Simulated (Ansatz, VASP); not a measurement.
# HgTe in VASP and in Ansatz

```
CELL_PARAMETERS angstrom
0.00000 3.32586 3.32586
3.32586 0.00000 3.32586
3.32586 3.32586 0.00000
ATOMIC_POSITIONS crystal
Hg 0.00000 0.00000 0.00000
Te 0.25000 0.25000 0.25000
```

Change from the starting cell: volume scaled by 1, crystal datasets.

Alike in both runs: task single point; functional PBE; k mesh 11 × 11 × 11; occupations fermi-dirac, width 0.05 eV; no spin polarisation.

|  | VASP | Ansatz |
| --- | --- | --- |
| version | VASP 6.6.1 | Ansatz 0.2.0 |
| potentials or method | VASP PAW PBE potentials, release 64 (Hg, Te), cutoff 500 eV | all-electron PAW with datasets made for the crystal, scalar-relativistic |

```csv
,VASP,Ansatz,Ansatz less VASP
pressure (GPa),0.0,0.0,-0.05
```

Ansatz ran all-electron here, and VASP with PAW potentials.

Spin-orbit coupling is off throughout.
